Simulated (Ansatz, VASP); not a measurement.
BiTe in VASP and in Ansatz

```
CELL_PARAMETERS angstrom
2.53281 1.46232 2.86703
-2.53281 1.46232 2.86703
0.00000 -2.92463 2.86703
ATOMIC_POSITIONS crystal
Bi 0.50000 0.50000 0.50000
Te 0.00000 0.00000 0.00000
```

Alike in both runs: task single point; functional PBEsol; k mesh 18 × 18 × 18; occupations gaussian, width 0.15 eV; no spin polarisation.

```csv
,VASP,Ansatz
version,VASP 6.6.1,Ansatz 0.2.0
potentials or method,"VASP PAW PBE potentials, release 64 (Bi_d, Te), cutoff 520 eV","scalar-relativistic, plane waves, PAW"
valence electrons in the cell,21,31
```

|  | VASP | Ansatz | Ansatz less VASP |
| --- | --- | --- | --- |
| gap on the k mesh at the Fermi level (eV) | none | none | - |
| pressure (GPa) | -2.2 | -2.2 | +0.02 |
| traceless stress, the component that is largest in VASP (GPa) | 2.63 | 2.64 | +0.005 |

VASP's potentials were made for PBE, not for PBEsol. A gap of «none» marks a metal or a gap that the smearing closes. VASP's potentials hold 21 valence electrons a cell and Ansatz's 31, so a difference there can come from the potentials and not from the codes.

Neither program's run includes spin-orbit coupling.
